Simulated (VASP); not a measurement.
# BeNi (Pm-3m) in VASP: further runs

Runs on BeNi. Level: LDA. Tasks: single point.

All numbers are computed with VASP 6.6.1; they aren't measurements. Logs are shortened: lines on timing, memory, paths and dates and some standing lists are left out, and cuts for length are marked.

## Step 1: The cell of the first run

It takes space group Pm-3m (No. 221, cubic). Conventional cell: a = 2.587 Å, b = 2.587 Å, c = 2.587 Å, α = 90.00°, β = 90.00°, γ = 90.00°. Be (site symmetry m-3m) has 8 Ni at 2.24 Å and 6 Be at 2.59 Å within 3.0 Å. Ni (site symmetry m-3m) has 8 Be at 2.24 Å and 6 Ni at 2.59 Å within 3.0 Å.

## Step 2: Single point, LDA, collinear spin, ferromagnetic start

INCAR

```
SYSTEM = BeNi
ALGO = Normal
EDIFF = 1E-7
ENCUT = 520
ISIF = 2
ISMEAR = -1
ISPIN = 2
LASPH = .True.
LCHARG = .False.
LMAXMIX = 4
LORBIT = 11
LREAL = .False.
LWAVE = .False.
MAGMOM = 0 1
NBANDS = 17
NELM = 150
PREC = Accurate
SIGMA = 0.15
```

KPOINTS

```
k-points
0
Gamma
  5 5 5
  0 0 0
```

POSCAR

```
BeNi
1.0
    2.5869995900      0.0000000000      0.0000000000
    0.0000000000      2.5869995900      0.0000000000
    0.0000000000      0.0000000000      2.5869995900
Be Ni
1 1
Direct
    0.0000000000      0.0000000000      0.0000000000
    0.5000000000      0.5000000000      0.5000000000
```

Potentials or basis: VASP PAW LDA potentials, release 64 (Be, Ni).

The run is started by

```
$ cat potpaw_LDA.64/Be/POTCAR potpaw_LDA.64/Ni/POTCAR > POTCAR
$ mpirun -np 1 vasp_std > vasp.out
```

OUTCAR:

```text
SYSTEM = BeNi
   EDIFF = 1E-7
   ENCUT = 520
   ISIF = 2
   ISMEAR = -1
   ISPIN = 2
   LASPH = .True.
   LORBIT = 11
   LREAL = .False.
   NELM = 150
   PREC = Accurate

 ion  position               nearest neighbor table
   1  0.000  0.000  0.000-   2 2.24   2 2.24   2 2.24   2 2.24   2 2.24   2 2.24   2 2.24   2 2.24

   2  0.500  0.500  0.500-   1 2.24   1 2.24   1 2.24   1 2.24   1 2.24   1 2.24   1 2.24   1 2.24

  LATTYP: Found a simple cubic cell.
 ALAT       =     2.5869995900

  Lattice vectors:

 A1 = (   2.5869995900,   0.0000000000,   0.0000000000)
 A2 = (   0.0000000000,   2.5869995900,   0.0000000000)
 A3 = (   0.0000000000,   0.0000000000,   2.5869995900)

Analysis of symmetry for initial positions (statically):
=====================================================================
 Subroutine PRICEL returns:
 Original cell was already a primitive cell.

 Routine SETGRP: Setting up the symmetry group for a
 simple cubic supercell.

 Subroutine GETGRP returns: Found 48 space group operations
[... 9 lines left out ...]

 Routine SETGRP: Setting up the symmetry group for a
 simple cubic supercell.

 Subroutine GETGRP returns: Found 48 space group operations
 (whereof 48 operations were pure point group operations)
 out of a pool of 48 trial point group operations.

The dynamic configuration has the point symmetry O_h .

Analysis of structural, dynamic, and magnetic symmetry:
=====================================================================
 Subroutine PRICEL returns:
 Original cell was already a primitive cell.

 Routine SETGRP: Setting up the symmetry group for a
 simple cubic supercell.

 Subroutine GETGRP returns: Found 48 space group operations
 (whereof 48 operations were pure point group operations)
 out of a pool of 48 trial point group operations.

The overall configuration has the point symmetry O_h .

 Subroutine INISYM returns: Found 48 space group operations
[... 5 lines left out ...]
                                     Primitive cell

  volume of cell :      17.3137

  direct lattice vectors                    reciprocal lattice vectors
     2.586999590  0.000000000  0.000000000     0.386548187  0.000000000  0.000000000
     0.000000000  2.586999590  0.000000000     0.000000000  0.386548187  0.000000000
     0.000000000  0.000000000  2.586999590     0.000000000  0.000000000  0.386548187

  length of vectors
     2.586999590  2.586999590  2.586999590     0.386548187  0.386548187  0.386548187

  position of ions in fractional coordinates (direct lattice)
     0.000000000  0.000000000  0.000000000
     0.500000000  0.500000000  0.500000000

  ion indices of the primitive-cell ions
   primitive index   ion index
                 1           1
                 2           2

----------------------------------------------------------------------------------------

 KPOINTS: k-points

Automatic generation of k-mesh.
 Grid dimensions read from file:
 generate k-points for:    5    5    5

 Generating k-lattice:

  Cartesian coordinates                     Fractional coordinates (reciprocal lattice)
     0.077309637  0.000000000  0.000000000     0.200000000  0.000000000  0.000000000
     0.000000000  0.077309637  0.000000000     0.000000000  0.200000000  0.000000000
     0.000000000  0.000000000  0.077309637     0.000000000  0.000000000  0.200000000

  Length of vectors
     0.077309637  0.077309637  0.077309637

  Shift w.r.t. Gamma in fractional coordinates (k-lattice)
     0.000000000  0.000000000  0.000000000

 Subroutine IBZKPT returns following result:
 ===========================================

 Found     10 irreducible k-points:

 Following reciprocal coordinates:
            Coordinates               Weight
  0.000000  0.000000  0.000000      1.000000
  0.200000  0.000000  0.000000      6.000000
  0.400000  0.000000  0.000000      6.000000
  0.200000  0.200000  0.000000     12.000000
  0.400000  0.200000  0.000000     24.000000
  0.400000  0.400000  0.000000     12.000000
  0.200000  0.200000  0.200000      8.000000
  0.400000  0.200000  0.200000     24.000000
  0.400000  0.400000  0.200000     24.000000
  0.400000  0.400000  0.400000      8.000000
   k-points           NKPTS =     10   k-points in BZ     NKDIM =     10   number of bands    NBANDS=     17
   number of dos      NEDOS =    301   number of ions     NIONS =      2
   total plane-waves  NPLWV =   8000
   dimension x,y,z NGX =    20 NGY =   20 NGZ =   20
   dimension x,y,z NGXF=    40 NGYF=   40 NGZF=   40
   ions per type =               1   1
   NGX,Y,Z   is equivalent  to a cutoff of  12.85, 12.85, 12.85 a.u.
   NGXF,Y,Z  is equivalent  to a cutoff of  25.70, 25.70, 25.70 a.u.
 SYSTEM =  BeNi
   PREC   = accura    normal or accurate (medium, high low for compatibility)
   ISTART =      0    job   : 0-new  1-cont  2-samecut
   ICHARG =      2    charge: 1-file 2-atom 10-const
   ISPIN  =      2    spin polarized calculation?
   LNONCOLLINEAR =      F non collinear calculations
   LSORBIT =      F    spin-orbit coupling
   LASPH  =      T    aspherical Exc in radial PAW
   ENCUT  =  520.0 eV  38.22 Ry    6.18 a.u.   4.81  4.81  4.81*2*pi/ulx,y,z
   NELM   =    150;   NELMIN=  2; NELMDL= -5     # of ELM steps
   EDIFF  = 0.1E-06   stopping-criterion for ELM
   LREAL  =      F    real-space projection
   EDIFFG = 0.1E-05   stopping-criterion for IOM
   NSW    =      0    number of steps for IOM
   IBRION =     -1    ionic relax: 0-MD 1-quasi-New 2-CG
   NFREE  =      0    steps in history (QN), initial steepest desc. (CG)
   ISIF   =      2    stress and relaxation
   ISYM   =      2    0-nonsym 1-usesym 2-fastsym
   POTIM  = 0.5000    time-step for ionic-motion
   TEBEG  =    0.0;   TEEND  =   0.0 temperature during run
   PSTRESS=    0.0 pullay stress
   NELECT =      12.0000    total number of electrons
   NUPDOWN=      -1.0000    fix difference up-down
   EMIN   =  10.00;   EMAX   =-10.00  energy-range for DOS
   EFERMI =   0.00;   METHOD = LEGACY
   ISMEAR =    -1;   SIGMA  =   0.15  broadening in eV -4-tet -1-fermi 0-gaus
   EFERMI_NEDOS =   21; number of points for ismear=-14 and -15
   IALGO  =     38    algorithm
   IMIX   =      4    mixing-type and parameters
     AMIX     =   0.40;   BMIX     =  1.00
     AMIX_MAG =   1.60;   BMIX_MAG =  1.00
  volume/ion in A,a.u.               =       8.66        58.42
  Fermi-wavevector in a.u.,A,eV,Ry     =   1.448790  2.737817 28.558541  2.098994
  Thomas-Fermi vector in A             =   2.566591
   LORBIT       =     11    0 simple, 1 ext, 2 COOP (PROOUT), +10 PAW based schemes
   GGA     = CA    functional components
   LHFCALC =     F    Hartree Fock is set to
   AEXX    =    0.0000 exact exchange contribution
   IVDW    =     0    specifies the selected vdW correction
   LEPSILON=     F    determine dielectric tensor
   LRPA    =     F    only Hartree local field effects (RPA)
 spin polarized calculation
  energy-cutoff  :      520.00
  volume of cell :       17.31
 maximum number of plane-waves:       479
 NGX is ok and might be reduce to    20
   NGX =  9   NGY =  9   NGZ =  9

 number of electron      12.0000018 magnetization       0.0000698

 number of electron      12.0000018 magnetization      -0.0000187

 Free energy of the ion-electron system (eV)
  ---------------------------------------------------
  ext. energy  EPLUGINS =         0.00000000
  ---------------------------------------------------
  free energy    TOTEN  =       -11.84277179 eV

  energy without entropy =      -11.80727477  energy(sigma->0) =      -11.82502328

 E-fermi :   9.0118     XC(G=0): -12.7386

 val. band max:        8.9716060934   @ k =   0.4000   0.4000   0.0000
 cond. band min:       9.3843202544   @ k =   0.4000   0.0000   0.0000
 fundamental gap:      0.4127141610
 Fermi energy:         9.0117880656

 spin component 1

 k-point     1 :       0.0000    0.0000    0.0000
  band No.  band energies     occupation
      1      -1.3726      1.00000
      2       5.3170      1.00000
      3       5.3170      1.00000
      4       7.6515      0.99988
      5       7.6515      0.99988
      6       7.6515      0.99988
[... 9 lines left out ...]
     16      40.1953      0.00000
     17      40.1953      0.00000

 k-point     2 :       0.2000    0.0000    0.0000
  band No.  band energies     occupation
      1      -0.5801      1.00000
      2       5.3585      1.00000
      3       5.4597      1.00000
      4       7.2442      0.99999
      5       7.2442      0.99999
      6       7.6812      0.99986
[... 9 lines left out ...]
     16      36.1124      0.00000
     17      40.2019      0.00000
[... 128 lines left out ...]
      6       8.2419      0.99413
[... 9 lines left out ...]
     16      39.9644      0.00000
     17      42.5889      0.00000

 k-point    10 :       0.4000    0.4000    0.4000
  band No.  band energies     occupation
      1       4.1834      1.00000
      2       4.6141      1.00000
      3       4.6141      1.00000
      4       7.8239      0.99964
      5       7.8239      0.99964
      6      10.3290      0.00015
[... 9 lines left out ...]
     16      44.5345      0.00000
     17      49.2919      0.00000
 Fermi energy:         9.0117880656

 spin component 2

 k-point     1 :       0.0000    0.0000    0.0000
  band No.  band energies     occupation
      1      -1.3726      1.00000
      2       5.3171      1.00000
      3       5.3171      1.00000
      4       7.6516      0.99988
      5       7.6516      0.99988
      6       7.6516      0.99988
[... 9 lines left out ...]
     16      40.1953      0.00000
     17      40.1953      0.00000

 k-point     2 :       0.2000    0.0000    0.0000
  band No.  band energies     occupation
      1      -0.5801      1.00000
      2       5.3585      1.00000
      3       5.4597      1.00000
      4       7.2443      0.99999
      5       7.2443      0.99999
      6       7.6812      0.99986
[... 9 lines left out ...]
     16      36.1124      0.00000
     17      40.2019      0.00000
[... 141 lines left out ...]
 k-point    10 :       0.4000    0.4000    0.4000
  band No.  band energies     occupation
      1       4.1834      1.00000
      2       4.6141      1.00000
      3       4.6141      1.00000
      4       7.8240      0.99964
      5       7.8240      0.99964
      6      10.3290      0.00015
[... 9 lines left out ...]
     16      44.5345      0.00000
     17      49.2919      0.00000

------------------------ aborting loop because EDIFF is reached ----------------------------------------

  FORCE on cell =-STRESS in cart. coord.  units (eV):
  Direction    XX          YY          ZZ          XY          YZ          ZX
  --------------------------------------------------------------------------------------
  -------------------------------------------------------------------------------------
  Total       -0.7981651     -0.7981651     -0.7981651      0.0000000      0.0000000     -0.0000000
  in kB      -73.8608361    -73.8608361    -73.8608361      0.0000000      0.0000000     -0.0000000
  external PRESSURE =     -73.8608361 kB  Pullay stress =       0.0000000 kB

 VOLUME and BASIS-vectors are now :
 -----------------------------------------------------------------------------
  energy-cutoff  :      520.00
  volume of cell :       17.31
      direct lattice vectors                 reciprocal lattice vectors
     2.586999590  0.000000000  0.000000000     0.386548187  0.000000000  0.000000000
     0.000000000  2.586999590  0.000000000     0.000000000  0.386548187  0.000000000
     0.000000000  0.000000000  2.586999590     0.000000000  0.000000000  0.386548187

 POSITION                                       TOTAL-FORCE (eV/Angst)
 -----------------------------------------------------------------------------------
      0.00000      0.00000      0.00000         0.000000      0.000000      0.000000
      1.29350      1.29350      1.29350         0.000000      0.000000      0.000000
 -----------------------------------------------------------------------------------
    total drift:                               -0.000000      0.000000     -0.000000

  FREE ENERGIE OF THE ION-ELECTRON SYSTEM (eV)
  ---------------------------------------------------
  free  energy   TOTEN  =       -11.8427717890 eV

  energy  without entropy=      -11.8072747746  energy(sigma->0) =      -11.82502328

 total charge

# of ion       s       p       d       tot
------------------------------------------
    1        0.436   0.703   0.000   1.139
    2        0.525   0.620   8.442   9.587
--------------------------------------------------
tot          0.961   1.323   8.442  10.726

 magnetization (x)

# of ion       s       p       d       tot
------------------------------------------
    1       -0.000  -0.000   0.000  -0.000
    2        0.000   0.000   0.000   0.000
--------------------------------------------------
tot         -0.000  -0.000   0.000   0.000
```

Run time: 12 s. Hardware: 1 thread of Intel Xeon 8259CL, shared host; peak memory 0.12 GiB.

What came out:

| Property | Result |
| --- | --- |
| Free energy | -11.8428 eV |
| Pressure | -7.4 GPa |
| Band gap on the k mesh | zero (filled and empty bands overlap) |
| Net moment | 0.00 μB per cell |
| Valence electrons inside the program's atomic spheres | Be 1.14; Ni 9.59 |

Caveat: the k points lie up to 0.49 Å⁻¹ apart.

[end of part 1 of 3]
